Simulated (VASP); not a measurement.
Runs of VASP 6.6.1 on Be. The structure is that of space group Im-3m (No. 229), or close to it. The cells are those of the table. 

| cell | gap on the mesh (eV) | pressure (GPa) |
| --- | --- | --- |
| a = 2.220 Å, angles 109.5°, 1 atom | none | (a) |
| a = 2.134 Å, angles 109.5°, 1 atom | none | 6.1 |
| a = 2.199 Å, angles 109.5°, 1 atom | none | -5.1 |
| a = 2.156 Å, angles 109.5°, 1 atom | none | 1.9 |
| a = 2.178 Å, angles 109.5°, 1 atom | none | (b) |

Alike in all rows: task single point; level PBE; potentials or basis VASP PAW PBE potentials, release 64 (Be); no spin polarisation; k mesh 13 × 13 × 13; cutoff (eV) 520; smearing fermi-dirac 0.1 eV.

Problem. Fill in the values left out.

Solution. (a) -7.9; (b) -1.8.

A gap of «none» marks levels without a gap at the run's occupations.
